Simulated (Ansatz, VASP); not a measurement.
**One calculation of SbPt, two programs**

```
Sb Pt
1.0
     4.17744    0.00000    0.00000
    -2.08872    3.61777    0.00000
     0.00000    0.00000    5.53920
Sb Pt
2 2
Direct
  0.66667 0.33333 0.75000
  0.33333 0.66667 0.25000
  0.00000 0.00000 0.50000
  0.00000 0.00000 0.00000
```

Alike in both runs: task single point; functional LDA; k mesh 9 × 9 × 6; occupations fermi-dirac, width 0.05 eV; no spin polarisation; Hubbard terms Pt d U = 3.0 eV.

|  | VASP | Ansatz |
| --- | --- | --- |
| version | VASP 6.6.1 | Ansatz 0.2.0 |
| potentials or method | VASP PAW LDA potentials, release 64 (Sb, Pt), cutoff 520 eV | all-electron LAPW, scalar-relativistic |

Ansatz gave:

```
gap on the k mesh at the Fermi level (eV)                     : none
pressure (GPa)                                                : -4.8
traceless stress, the component that is largest in VASP (GPa) : 0.10
```

Problem. Estimate VASP's values.

Solution. gap on the k mesh at the Fermi level (eV): none; pressure (GPa): -7.7; traceless stress, the component that is largest in VASP (GPa): -0.51.

LDA's correlation is that of Perdew and Zunger in VASP and of Perdew and Wang (1992) in Ansatz. The programs project onto different local orbitals, so the same U acts differently, and such runs can settle in different states. A gap of «none» marks a metal or a gap that the smearing closes. Ansatz ran all-electron here, and VASP with PAW potentials. Ansatz's warnings: filled band counts differ across k points.

Neither program's run includes spin-orbit coupling.
